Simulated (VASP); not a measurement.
Crystal: CuI.

```xyz
2
Lattice="0.0000 3.0315 3.0315 3.0315 0.0000 3.0315 3.0315 3.0315 0.0000" Properties=species:S:1:pos:R:3 pbc="T T T"
Cu    1.5157    1.5157    1.5157
I     0.0000    0.0000    0.0000
```

Program: VASP 6.6.1. Alike in all runs: task single point; potentials or basis VASP PAW PBE potentials, release 64 (Cu, I); no spin polarisation; cell as given; k mesh 5 × 5 × 5; cutoff (eV) 660; smearing gaussian 0.01 eV.

Task: Order these runs on this cell by their band gap on the k mesh, lowest first.
A. level r2SCAN+U; U Cu d U = 6.0 eV
B. level r2SCAN
C. level r2SCAN+U; U Cu d U = 2.0 eV
D. level r2SCAN+U; U Cu d U = 4.0 eV

Result: B (1.61 eV), C (1.95 eV), D (2.28 eV), A (2.58 eV).

Caveats: spin-orbit coupling is left out, which moves the levels of the heavy elements.
